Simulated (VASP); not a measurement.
Wanted: the native input for a VASP 6.6.1 run.

* Task: relaxation of cell and atoms
* Functional: PBE
* Potentials or basis: VASP PAW PBE potentials, release 64 (Y_sv, Te)
* Cutoff: 600 eV
* k mesh: 4 × 4 × 4
* Occupations: gaussian, width 0.1 eV
* Spin: no spin polarisation
* Dipole correction: no
* Further INCAR settings: ALGO = Normal; EDIFF = 1e-07; IBRION = 2; EDIFFG = -0.04; NSW = 90; ISIF = 3

The structure of Y2Te lies in POSCAR:

```
Y2Te
1.0
    0.0000000000      3.4829693933      3.4829693933
    3.4829693933      0.0000000000      3.4829693933
    3.4829693933      3.4829693933      0.0000000000
Y Te
2 1
Direct
    0.2500000000      0.2500000000      0.2500000000
    0.7500000000      0.7500000000      0.7500000000
    0.0000000000      0.0000000000      0.0000000000
```

One way to write it, as run:

INCAR

```
  PREC = Accurate
  ENCUT = 600
  EDIFF = 1E-7
  ISMEAR = 0
  SIGMA = 0.1
  LREAL = F
  LASPH = T
  NELM = 80
  ALGO = Normal
  ISIF = 3
  LWAVE = F
  LCHARG = F
  GGA = PE
  IBRION = 2
  NSW = 90
  EDIFFG = -0.04
```

KPOINTS

```
regular mesh
0
Gamma
  4 4 4
```

Potentials or basis: VASP PAW PBE potentials, release 64 (Y_sv, Te).

Launch:

```sh
$ cat potpaw_PBE.64/Y_sv/POTCAR potpaw_PBE.64/Te/POTCAR > POTCAR
$ mpirun -np 1 vasp_std > vasp.out
```

It gave:

The relaxed volume is 30.79 Å³/atom, the relaxed cell is a = 5.074 Å, b = 5.074 Å, c = 5.074 Å, α = 60.00°, β = 60.00°, γ = 60.00° and the space group after relaxing (to 0.05 Å) is Fm-3m (No. 225). The energy gained by relaxing is 41.0 meV/atom, the ionic steps are 3 and the pressure after relaxing is -0.1 GPa. The band gap on the k mesh is zero (band 14 reaches 5.38 eV, above the bottom of band 15 at 4.30 eV).

Caveat: the k points lie up to 0.38 Å⁻¹ apart in the final cell; spin-orbit coupling is left out, which moves the levels of the heavy elements.

It took 55 s on 1 thread of AMD EPYC 9R14 (Zen 4), on a shared host, peak memory 0.22 GiB.
